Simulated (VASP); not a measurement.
A run of VASP 6.6.1 is set up as follows.

The input INCAR:

```
PREC = Accurate
ENCUT = 520
EDIFF = 1E-6
ISMEAR = -1
SIGMA = 0.1
LREAL = Auto
LASPH = T
NELM = 120
ALGO = Normal
ISIF = 2
LWAVE = F
LCHARG = F
GGA = PE
NBANDS = 86
GGA_COMPAT = F
```

Contents of KPOINTS:

```
regular mesh
0
Gamma
  2 2 2
```

File POSCAR:

```
Ta8C8F
1.0
    0.0000000000      4.4540000000      4.4540000000
    4.4540000000      0.0000000000      4.4540000000
    4.4540000000      4.4540000000      0.0000000000
Ta C F
8 8 1
Direct
   -0.0016421005     -0.0023897307     -0.0005186798
   -0.0016396024     -0.0023931888      0.5046535962
   -0.0017156062      0.5028958541     -0.0005328136
    0.0285096802      0.4892602549      0.4911702734
    0.5035788013     -0.0023870096     -0.0005420108
    0.4900479923      0.0278064755      0.4911241578
    0.4899569297      0.4892694465      0.0297414934
    0.4899590448      0.4892672297      0.4911472149
    0.2485613828      0.2478479399      0.2497422838
    0.2485630942      0.2478501920      0.7539540224
    0.2485612345      0.7520798578      0.2497340668
    0.2171932919      0.7597075378      0.7616031903
    0.7527824390      0.2478566776      0.2497358174
    0.7604415326      0.2164991545      0.7615809718
    0.7604136854      0.7597118557      0.2184097022
    0.7604157194      0.7597089923      0.7615767035
    0.6245712811      0.6239380609      0.6258016104
```

Potentials or basis: VASP PAW PBE potentials, release 64 (Ta_sv_GW, C, F).

Command:

```bash
$ cat potpaw_PBE.64/Ta_sv_GW/POTCAR potpaw_PBE.64/C/POTCAR potpaw_PBE.64/F/POTCAR > POTCAR
$ mpirun -np 1 vasp_std > vasp.out
```

Q: What does it give for the largest force?

A: 0.044 eV/Å.

Q: What does it give for the band gap on the k mesh?

A: Zero (an odd number of electrons rules out a gap without spin polarisation).

Q: Predict the pressure.

A: 26.8 GPa.

Forces on the atoms (eV/Å):
```
Ta   0.020  0.020  0.018
Ta  -0.020 -0.020  0.018
Ta  -0.024  0.024 -0.025
Ta  -0.005  0.005  0.002
Ta   0.021 -0.021 -0.024
Ta   0.005 -0.005  0.002
Ta   0.002  0.003 -0.003
Ta  -0.003 -0.002 -0.003
C    0.023  0.024  0.025
C   -0.023 -0.024  0.025
C   -0.023  0.023 -0.025
C    0.016 -0.016 -0.012
C    0.026 -0.026 -0.023
C   -0.016  0.016 -0.013
C   -0.012 -0.017  0.024
C    0.018  0.012  0.025
F   -0.004  0.005 -0.012
```

Caveat: the k points lie up to 0.61 Å⁻¹ apart, too coarse for converged energies and pressures of a metal; spin-orbit coupling is left out, which moves the levels of the heavy elements; an odd number of electrons without spin polarisation forces a metal; a magnetic or distorted state may lie lower.
